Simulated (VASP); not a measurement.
# SnTe (Fm-3m) in VASP: further runs, part 2 of 2

VASP 6.6.1. The steps go on from the part before.

## (3) Single point, PBEsol+D3(BJ)

This run uses another cell than the first one, of 29.72 Å³/atom, 0.950 times its volume.

Input file INCAR:

```
PREC = Accurate
ENCUT = 520
EDIFF = 1E-6
ISMEAR = -1
SIGMA = 0.05
LREAL = False
LASPH = True
NELM = 60
ALGO = Normal
ISIF = 2
LWAVE = False
LCHARG = False
GGA = PS
IVDW = 12
NBANDS = 17
```

Input file KPOINTS:

```
Automatic mesh
0
Gamma
  7 7 7
```

Input file POSCAR:

```
SnTe
1.0
    0.0000000000      3.0976087407      3.0976087407
    3.0976087407      0.0000000000      3.0976087407
    3.0976087407      3.0976087407      0.0000000000
Te Sn
1 1
Direct
    0.5000000000      0.5000000000      0.5000000000
    0.0000000000      0.0000000000      0.0000000000
```

Potentials or basis: VASP PAW PBE potentials, release 64 (Te, Sn_d).

The run is started by

```console
$ cat potpaw_PBE.64/Te/POTCAR potpaw_PBE.64/Sn_d/POTCAR > POTCAR
$ mpirun -np 1 vasp_std > vasp.out
```

OUTCAR:

```text
PREC = Accurate
   ENCUT = 520
   EDIFF = 1E-6
   ISMEAR = -1
   LREAL = False
   LASPH = True
   NELM = 60
   ISIF = 2
   GGA = PS
   IVDW = 12
 IVDW          = 12

 ion  position               nearest neighbor table
   1  0.500  0.500  0.500-   2 3.10   2 3.10   2 3.10   2 3.10   2 3.10   2 3.10
   2  0.000  0.000  0.000-   1 3.10   1 3.10   1 3.10   1 3.10   1 3.10   1 3.10

  LATTYP: Found a face centered cubic cell.
 ALAT       =     6.1952174814

  Lattice vectors:

 A1 = (   0.0000000000,   3.0976087407,   3.0976087407)
 A2 = (   3.0976087407,   0.0000000000,   3.0976087407)
 A3 = (   3.0976087407,   3.0976087407,   0.0000000000)

Analysis of symmetry for initial positions (statically):
[... 33 lines left out ...]
                                     Primitive cell

  volume of cell :      59.4442

  direct lattice vectors                    reciprocal lattice vectors
     0.000000000  3.097608741  3.097608741    -0.161414834  0.161414834  0.161414834
     3.097608741  0.000000000  3.097608741     0.161414834 -0.161414834  0.161414834
     3.097608741  3.097608741  0.000000000     0.161414834  0.161414834 -0.161414834

  length of vectors
     4.380680292  4.380680292  4.380680292     0.279578693  0.279578693  0.279578693

  position of ions in fractional coordinates (direct lattice)
     0.500000000  0.500000000  0.500000000
     0.000000000  0.000000000  0.000000000

  ion indices of the primitive-cell ions
   primitive index   ion index
                 1           1
                 2           2

----------------------------------------------------------------------------------------

 KPOINTS: Automatic mesh

Automatic generation of k-mesh.
 Grid dimensions read from file:
 generate k-points for:    7    7    7

 Generating k-lattice:

  Cartesian coordinates                     Fractional coordinates (reciprocal lattice)
    -0.023059262  0.023059262  0.023059262     0.142857143  0.000000000  0.000000000
[... 68 lines left out ...]
   EFERMI =   0.00;   METHOD = LEGACY
   ISMEAR =    -1;   SIGMA  =   0.05  broadening in eV -4-tet -1-fermi 0-gaus
   EFERMI_NEDOS =   21; number of points for ismear=-14 and -15
   IALGO  =     38    algorithm
   IMIX   =      4    mixing-type and parameters
     AMIX     =   0.40;   BMIX     =  1.00
     AMIX_MAG =   1.60;   BMIX_MAG =  1.00
  volume/ion in A,a.u.               =      29.72       200.57
  Fermi-wavevector in a.u.,A,eV,Ry     =   1.138627  2.151694 17.639575  1.296472
  Thomas-Fermi vector in A             =   2.275332
   LORBIT       =      0    0 simple, 1 ext, 2 COOP (PROOUT), +10 PAW based schemes
   GGA     = PS    functional components
   LHFCALC =     F    Hartree Fock is set to
   AEXX    =    0.0000 exact exchange contribution
   IVDW    =    12    specifies the selected vdW correction
   LEPSILON=     F    determine dielectric tensor
   LRPA    =     F    only Hartree local field effects (RPA)
 non-spin polarized calculation
  energy-cutoff  :      520.00
  volume of cell :       59.44
 maximum number of plane-waves:      1639
 NGX is ok and might be reduce to    36
   NGX = 17   NGY = 17   NGZ = 17

 number of electron      19.9999999 magnetization

 Free energy of the ion-electron system (eV)
  ---------------------------------------------------
  ext. energy  EPLUGINS =         0.00000000
  ---------------------------------------------------
  free energy    TOTEN  =        -8.32686383 eV

  energy without entropy =       -8.32676365  energy(sigma->0) =       -8.32681374

 E-fermi :   7.5034     XC(G=0):  -9.8843

 val. band max:        7.2036553804   @ k =   0.4286   0.0000   0.0000
 cond. band min:       7.8467746091   @ k =   0.4286   0.0000   0.0000
 fundamental gap:      0.6431192287
 Fermi energy:         7.5033765220

 k-point     1 :       0.0000    0.0000    0.0000
  band No.  band energies     occupation
      1     -14.3536      2.00000
      2     -14.3536      2.00000
      3     -14.3431      2.00000
      4     -14.3431      2.00000
      5     -14.3431      2.00000
      6      -5.7585      2.00000
[... 377 lines left out ...]
      4     -14.3368      2.00000
      5     -14.3300      2.00000
      6      -3.9222      2.00000
[... 9 lines left out ...]
     16      17.2951      0.00000
     17      18.0739      0.00000

------------------------ aborting loop because EDIFF is reached ----------------------------------------

 Edisp (eV)   -0.81804

 E8    (eV) :    -0.5654

  FORCE on cell =-STRESS in cart. coord.  units (eV):
  Direction    XX          YY          ZZ          XY          YZ          ZX
  --------------------------------------------------------------------------------------
  -------------------------------------------------------------------------------------
  Total       0.00052     0.00052     0.00052    -0.00000     0.00000     0.00000
  in kB       0.01400     0.01400     0.01400    -0.00000     0.00000     0.00000
  external pressure =        0.01 kB  Pullay stress =        0.00 kB

 VOLUME and BASIS-vectors are now :
 -----------------------------------------------------------------------------
  energy-cutoff  :      520.00
  volume of cell :       59.44
      direct lattice vectors                 reciprocal lattice vectors
     0.000000000  3.097608741  3.097608741    -0.161414834  0.161414834  0.161414834
     3.097608741  0.000000000  3.097608741     0.161414834 -0.161414834  0.161414834
     3.097608741  3.097608741  0.000000000     0.161414834  0.161414834 -0.161414834

 POSITION                                       TOTAL-FORCE (eV/Angst)
 -----------------------------------------------------------------------------------
      3.09761      3.09761      3.09761         0.000000      0.000000     -0.000000
      0.00000      0.00000      0.00000        -0.000000     -0.000000      0.000000
 -----------------------------------------------------------------------------------
    total drift:                               -0.000000      0.000000      0.000000

  FREE ENERGIE OF THE ION-ELECTRON SYSTEM (eV)
  ---------------------------------------------------
  free  energy   TOTEN  =        -9.1449012282 eV

  energy  without entropy=       -9.1448010529  energy(sigma->0) =       -9.14485114
```

OSZICAR:

```text
N       E                     dE             d eps       ncg     rms          rms(c)
DAV:   1     0.129598937079E+03    0.12960E+03   -0.96379E+03   680   0.138E+03
DAV:   2     0.401194574346E+01   -0.12559E+03   -0.12259E+03   720   0.343E+02
DAV:   3    -0.801896675775E+01   -0.12031E+02   -0.11950E+02   840   0.921E+01
DAV:   4    -0.835855146951E+01   -0.33958E+00   -0.33941E+00   795   0.159E+01
DAV:   5    -0.837115997687E+01   -0.12609E-01   -0.12608E-01   984   0.307E+00    0.561E+00
DAV:   6    -0.832991994344E+01    0.41240E-01   -0.84510E-02   953   0.244E+00    0.354E+00
DAV:   7    -0.832775262127E+01    0.21673E-02   -0.39521E-02   886   0.132E+00    0.561E-01
DAV:   8    -0.832680704046E+01    0.94558E-03   -0.69845E-03   871   0.738E-01    0.163E-01
DAV:   9    -0.832687960697E+01   -0.72567E-04   -0.46911E-04   859   0.193E-01    0.603E-02
DAV:  10    -0.832686471569E+01    0.14891E-04   -0.58100E-05   918   0.741E-02    0.278E-02
DAV:  11    -0.832686365320E+01    0.10625E-05   -0.13719E-05   878   0.351E-02    0.645E-03
DAV:  12    -0.832686383025E+01   -0.17704E-06   -0.11953E-06   448   0.135E-02
   1 F= -.91449012E+01 E0= -.91448511E+01  d E =-.100175E-03
```

Run time: 24 s. Hardware: 1 thread of Intel Xeon 8259CL, shared host; peak memory 0.21 GiB.

Results:

- Free energy: -9.1449 eV
- Pressure: 0.0 GPa
- Dispersion energy per atom: -0.409 eV

Caveat: this odd mesh misses L, where the gap lies, so gap, dielectric constants and Born charges aren't listed; the PAW data sets were made with another functional, which shifts forces and pressure a little; spin-orbit coupling is left out, which moves the levels of the heavy elements.

## (4) Single point, PBEsol+D3(BJ)

This run uses another cell than the first one, of 29.84 Å³/atom, 0.954 times its volume.

Input file INCAR:

```
PREC     = Accurate       # precision mode
ENCUT    = 520            # plane-wave cutoff, eV
EDIFF    = 1E-6           # SCF threshold, eV
ISMEAR   = -1             # smearing method
SIGMA    = 0.05           # smearing width, eV
LREAL    = F              # projectors in reciprocal space
LASPH    = T              # aspherical terms in the spheres
NELM     = 100            # most SCF steps
ALGO     = Normal         # electronic algorithm
ISIF     = 2              # what is computed and relaxed
LWAVE    = F              # write WAVECAR
LCHARG   = T              # write CHGCAR
GGA      = PS             # functional
IVDW     = 12             # dispersion correction
LELF     = T              # ELF
LVHAR    = T            
NBANDS   = 17             # bands
```

Input file KPOINTS:

```
regular mesh
0
Gamma
  7 7 7
```

Input file POSCAR:

```
SnTe
1.0
    0.0000000000      3.1018409212      3.1018409212
    3.1018409212      0.0000000000      3.1018409212
    3.1018409212      3.1018409212      0.0000000000
Te Sn
1 1
Direct
    0.5000000000      0.5000000000      0.5000000000
    0.0000000000      0.0000000000      0.0000000000
```

Potentials or basis: VASP PAW PBE potentials, release 64 (Te, Sn_d).

The run is started by

```console
$ cat potpaw_PBE.64/Te/POTCAR potpaw_PBE.64/Sn_d/POTCAR > POTCAR
$ mpirun -np 1 vasp_std > vasp.out
```

OUTCAR:

```text
PREC = Accurate
   ENCUT = 520
   EDIFF = 1E-6
   ISMEAR = -1
   LREAL = F
   LASPH = T
   NELM = 100
   ISIF = 2
   GGA = PS
   IVDW = 12
 IVDW          = 12

 ion  position               nearest neighbor table
   1  0.500  0.500  0.500-   2 3.10   2 3.10   2 3.10   2 3.10   2 3.10   2 3.10
   2  0.000  0.000  0.000-   1 3.10   1 3.10   1 3.10   1 3.10   1 3.10   1 3.10

  LATTYP: Found a face centered cubic cell.
 ALAT       =     6.2036818424

  Lattice vectors:

 A1 = (   0.0000000000,   3.1018409212,   3.1018409212)
 A2 = (   3.1018409212,   0.0000000000,   3.1018409212)
 A3 = (   3.1018409212,   3.1018409212,   0.0000000000)

Analysis of symmetry for initial positions (statically):
=====================================================================
 Subroutine PRICEL returns:
 Original cell was already a primitive cell.

 Routine SETGRP: Setting up the symmetry group for a
 face centered cubic supercell.

 Subroutine GETGRP returns: Found 48 space group operations
 (whereof 48 operations were pure point group operations)
 out of a pool of 48 trial point group operations.

The static configuration has the point symmetry O_h .

Analysis of symmetry for dynamics (positions and initial velocities):
=====================================================================
 Subroutine PRICEL returns:
 Original cell was already a primitive cell.

 Routine SETGRP: Setting up the symmetry group for a
 face centered cubic supercell.

 Subroutine GETGRP returns: Found 48 space group operations
 (whereof 48 operations were pure point group operations)
 out of a pool of 48 trial point group operations.

The dynamic configuration has the point symmetry O_h .

 Subroutine INISYM returns: Found 48 space group operations
 (whereof 48 operations are pure point group operations),
 and found     1 'primitive' translations

----------------------------------------------------------------------------------------

                                     Primitive cell

  volume of cell :      59.6882

  direct lattice vectors                    reciprocal lattice vectors
     0.000000000  3.101840921  3.101840921    -0.161194598  0.161194598  0.161194598
     3.101840921  0.000000000  3.101840921     0.161194598 -0.161194598  0.161194598
     3.101840921  3.101840921  0.000000000     0.161194598  0.161194598 -0.161194598

  length of vectors
     4.386665499  4.386665499  4.386665499     0.279197233  0.279197233  0.279197233

  position of ions in fractional coordinates (direct lattice)
     0.500000000  0.500000000  0.500000000
     0.000000000  0.000000000  0.000000000

  ion indices of the primitive-cell ions
   primitive index   ion index
                 1           1
                 2           2

----------------------------------------------------------------------------------------

 KPOINTS: regular mesh

Automatic generation of k-mesh.
 Grid dimensions read from file:
 generate k-points for:    7    7    7

 Generating k-lattice:

  Cartesian coordinates                     Fractional coordinates (reciprocal lattice)
    -0.023027800  0.023027800  0.023027800     0.142857143  0.000000000  0.000000000
     0.023027800 -0.023027800  0.023027800     0.000000000  0.142857143  0.000000000
     0.023027800  0.023027800 -0.023027800     0.000000000  0.000000000  0.142857143

  Length of vectors
     0.039885319  0.039885319  0.039885319

  Shift w.r.t. Gamma in fractional coordinates (k-lattice)
     0.000000000  0.000000000  0.000000000

 Subroutine IBZKPT returns following result:
 ===========================================

 Found     20 irreducible k-points:

 Following reciprocal coordinates:
            Coordinates               Weight
  0.000000  0.000000  0.000000      1.000000
  0.142857  0.000000  0.000000      8.000000
  0.285714  0.000000  0.000000      8.000000
  0.428571  0.000000  0.000000      8.000000
  0.142857  0.142857  0.000000      6.000000
  0.285714  0.142857  0.000000     24.000000
[... 12 lines left out ...]
 -0.428571  0.428571  0.142857     24.000000
 -0.285714  0.428571  0.142857     24.000000
   k-points           NKPTS =     20   k-points in BZ     NKDIM =     20   number of bands    NBANDS=     17
   number of dos      NEDOS =    301   number of ions     NIONS =      2
   total plane-waves  NPLWV =  46656
   dimension x,y,z NGX =    36 NGY =   36 NGZ =   36
   dimension x,y,z NGXF=    72 NGYF=   72 NGZF=   72
   ions per type =               1   1
   NGX,Y,Z   is equivalent  to a cutoff of  13.64, 13.64, 13.64 a.u.
   NGXF,Y,Z  is equivalent  to a cutoff of  27.29, 27.29, 27.29 a.u.
 SYSTEM =  unknown system
   PREC   = accura    normal or accurate (medium, high low for compatibility)
   ISTART =      0    job   : 0-new  1-cont  2-samecut
   ICHARG =      2    charge: 1-file 2-atom 10-const
   ISPIN  =      1    spin polarized calculation?
   LNONCOLLINEAR =      F non collinear calculations
   LSORBIT =      F    spin-orbit coupling
   LASPH  =      T    aspherical Exc in radial PAW
   ENCUT  =  520.0 eV  38.22 Ry    6.18 a.u.   8.16  8.16  8.16*2*pi/ulx,y,z
   NELM   =    100;   NELMIN=  2; NELMDL= -5     # of ELM steps
   EDIFF  = 0.1E-05   stopping-criterion for ELM
   LREAL  =      F    real-space projection
   EDIFFG = 0.1E-04   stopping-criterion for IOM
   NSW    =      0    number of steps for IOM
   IBRION =     -1    ionic relax: 0-MD 1-quasi-New 2-CG
   NFREE  =      0    steps in history (QN), initial steepest desc. (CG)
   ISIF   =      2    stress and relaxation
   ISYM   =      2    0-nonsym 1-usesym 2-fastsym
   POTIM  = 0.5000    time-step for ionic-motion
   TEBEG  =    0.0;   TEEND  =   0.0 temperature during run
   PSTRESS=    0.0 pullay stress
   NELECT =      20.0000    total number of electrons
   NUPDOWN=      -1.0000    fix difference up-down
   EMIN   =  10.00;   EMAX   =-10.00  energy-range for DOS
   EFERMI =   0.00;   METHOD = LEGACY
   ISMEAR =    -1;   SIGMA  =   0.05  broadening in eV -4-tet -1-fermi 0-gaus
   EFERMI_NEDOS =   21; number of points for ismear=-14 and -15
   IALGO  =     38    algorithm
   IMIX   =      4    mixing-type and parameters
     AMIX     =   0.40;   BMIX     =  1.00
     AMIX_MAG =   1.60;   BMIX_MAG =  1.00
  volume/ion in A,a.u.               =      29.84       201.40
  Fermi-wavevector in a.u.,A,eV,Ry     =   1.137074  2.148758 17.591473  1.292937
  Thomas-Fermi vector in A             =   2.273779
   LORBIT       =      0    0 simple, 1 ext, 2 COOP (PROOUT), +10 PAW based schemes
   GGA     = PS    functional components
   LHFCALC =     F    Hartree Fock is set to
   AEXX    =    0.0000 exact exchange contribution
   IVDW    =    12    specifies the selected vdW correction
   LEPSILON=     F    determine dielectric tensor
   LRPA    =     F    only Hartree local field effects (RPA)
 non-spin polarized calculation
  energy-cutoff  :      520.00
  volume of cell :       59.69
 maximum number of plane-waves:      1639
 NGX is ok and might be reduce to    36
   NGX = 17   NGY = 17   NGZ = 17

 number of electron      19.9999999 magnetization

 Free energy of the ion-electron system (eV)
  ---------------------------------------------------
  ext. energy  EPLUGINS =         0.00000000
  ---------------------------------------------------
  free energy    TOTEN  =        -8.33013496 eV

  energy without entropy =       -8.33003934  energy(sigma->0) =       -8.33008715

 E-fermi :   7.4508     XC(G=0):  -9.8659

 val. band max:        7.1481466582   @ k =   0.4286   0.0000   0.0000
 cond. band min:       7.7995209414   @ k =   0.4286   0.0000   0.0000
 fundamental gap:      0.6513742832
 Fermi energy:         7.4507690652

 k-point     1 :       0.0000    0.0000    0.0000
  band No.  band energies     occupation
      1     -14.4043      2.00000
      2     -14.4043      2.00000
      3     -14.3941      2.00000
      4     -14.3941      2.00000
      5     -14.3941      2.00000
      6      -5.7798      2.00000
[... 9 lines left out ...]
     16      12.0353      0.00000
     17      13.9645      0.00000
[... 361 lines left out ...]
 k-point    20 :      -0.2857    0.4286    0.1429
  band No.  band energies     occupation
      1     -14.4200      2.00000
      2     -14.4048      2.00000
      3     -14.3916      2.00000
      4     -14.3879      2.00000
      5     -14.3812      2.00000
      6      -3.9596      2.00000
[... 9 lines left out ...]
     16      17.2357      0.00000
     17      18.0039      0.00000

------------------------ aborting loop because EDIFF is reached ----------------------------------------

 Edisp (eV)   -0.81468

 E8    (eV) :    -0.5630

  FORCE on cell =-STRESS in cart. coord.  units (eV):
  Direction    XX          YY          ZZ          XY          YZ          ZX
  --------------------------------------------------------------------------------------
  -------------------------------------------------------------------------------------
  Total      -0.07896    -0.07896    -0.07896     0.00000     0.00000     0.00000
  in kB      -2.11958    -2.11958    -2.11958     0.00000     0.00000     0.00000
  external pressure =       -2.12 kB  Pullay stress =        0.00 kB

 VOLUME and BASIS-vectors are now :
 -----------------------------------------------------------------------------
  energy-cutoff  :      520.00
  volume of cell :       59.69
      direct lattice vectors                 reciprocal lattice vectors
     0.000000000  3.101840921  3.101840921    -0.161194598  0.161194598  0.161194598
     3.101840921  0.000000000  3.101840921     0.161194598 -0.161194598  0.161194598
     3.101840921  3.101840921  0.000000000     0.161194598  0.161194598 -0.161194598

 POSITION                                       TOTAL-FORCE (eV/Angst)
 -----------------------------------------------------------------------------------
      3.10184      3.10184      3.10184         0.000000      0.000000     -0.000000
      0.00000      0.00000      0.00000        -0.000000     -0.000000      0.000000
 -----------------------------------------------------------------------------------
    total drift:                               -0.000000      0.000000      0.000000

  FREE ENERGIE OF THE ION-ELECTRON SYSTEM (eV)
  ---------------------------------------------------
  free  energy   TOTEN  =        -9.1448103897 eV

  energy  without entropy=       -9.1447147676  energy(sigma->0) =       -9.14476258
```

Wall time 41 s (1 thread of Intel Xeon 8259CL, shared host); peak memory 0.21 GiB.

What came out:

```yaml
Free_energy: -9.1448 eV
Pressure: -0.2 GPa
Dispersion_energy_per_atom: -0.407 eV
```

Caveat: this odd mesh misses L, where the gap lies, so gap, dielectric constants and Born charges aren't listed; three body term missing; the PAW data sets were made with another functional, which shifts forces and pressure a little; spin-orbit coupling is left out, which moves the levels of the heavy elements.

## (5) Summary

| task | level | cell | cutoff (eV) | pressure (GPa) |
| --- | --- | --- | --- | --- |
| relaxation of cell and atoms | BLYP+D3(BJ) | relaxed from a = 4.456 Å, angles 60.0°, 2 atoms | 600 | 0.0 |
| single point | PBEsol+D3(BJ) | a = 4.381 Å, angles 60.0°, 2 atoms | 520 | 0.0 |
| single point | PBEsol+D3(BJ) | a = 4.387 Å, angles 60.0°, 2 atoms | 520 | -0.2 |

Alike in all rows: potentials or basis VASP PAW PBE potentials, release 64 (Te, Sn_d); no spin polarisation; k mesh 7 × 7 × 7; smearing fermi-dirac 0.05 eV.

Caveats: the PAW data sets were made with another functional, which shifts forces and pressure a little; spin-orbit coupling is left out, which moves the levels of the heavy elements; three body term missing (some runs).

Total energies depend on the potentials used, so only differences within one code and one set of settings carry meaning.
